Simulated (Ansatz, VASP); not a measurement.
## TiAl in VASP and in Ansatz

File POSCAR:

```
TiAl
1.0
    3.1790640000      0.0000000000      0.0000000000
    0.0000000000      3.1790640000      0.0000000000
    0.0000000000      0.0000000000      3.1790640000
Ti Al
1 1
Direct
    0.0000000000      0.0000000000      0.0000000000
    0.5000000000      0.5000000000      0.5000000000
```

The input INCAR.step1:

```
SYSTEM = TiAl
  PREC = Accurate
  ENCUT = 600
  ISMEAR = 0
  SIGMA = 0.1
  LREAL = .False.
  LASPH = .True.
  NELM = 60
  GGA = PE
  ALGO = Normal
  EDIFF = 1E-4
  LWAVE = .True.
  LCHARG = .False.
```

Contents of INCAR.step2:

```
SYSTEM = TiAl
  PREC = Accurate
  ENCUT = 600
  EDIFF = 1E-6
  ISMEAR = 0
  SIGMA = 0.1
  LREAL = .False.
  LASPH = .True.
  NELM = 60
  ALGO = Normal
  ISIF = 3
  LWAVE = .False.
  LCHARG = .False.
  METAGGA = R2SCAN
  LMIXTAU = .True.
  IBRION = 2
  NSW = 100
  EDIFFG = -0.002
  ISTART = 1
```

File KPOINTS:

```
regular mesh
0
Gamma
  14 14 14
  0 0 0
```

Input for Ansatz:

```yaml
crystal:
  lattice:
    - [3.179064, 0.0, 0.0]
    - [0.0, 3.179064, 0.0]
    - [0.0, 0.0, 3.179064]
  atoms:
    - { symbol: Ti, position: [0.0, 0.0, 0.0] }
    - { symbol: Al, position: [0.5, 0.5, 0.5] }
basis:
  ecutwfc: 500
kpoints:
  mp_grid: { grid: [14, 14, 14] }
hamiltonian:
  xc: r2scan
  pseudopotentials: { kind: paw, azcp: { folder: soft_1 } }
scf:
  occupations: { method: gaussian, width: 0.1 }
output:
  forces: true
  stress: true
  eigenvalues: true
  write_density: true
  write_potential: true
  elf: true
  volumetric_format: npy
relax:
  adjacent_minimum: "off"
  f_tol: 0.002
  max_steps: 80
  cell: { stress_tol: 0.02 }
```

Alike in both runs: task relaxation of cell and atoms; functional r2SCAN; k mesh 14 × 14 × 14; occupations gaussian, width 0.1 eV; no spin polarisation.

```csv
,VASP,Ansatz
version,VASP 6.6.1,Ansatz 0.2.0
potentials or method,"VASP PAW PBE potentials, release 64 (Ti_sv, Al), cutoff 600 eV","scalar-relativistic, plane waves, PAW"
valence electrons in the cell,15,15
```

|  | VASP | Ansatz | Ansatz less VASP |
| --- | --- | --- | --- |
| gap on the k mesh at the Fermi level, each at its own relaxed structure (eV) | none | none | - |
| relaxed volume (Å³/atom) | 15.97 | 15.95 | -0.017 |
| relaxed cell length with the largest relative difference (Å) | 3.173 | 3.172 | -0.0011 |

VASP's potentials were made for PBE, not for r2SCAN. A gap of «none» marks a metal or a gap that the smearing closes.
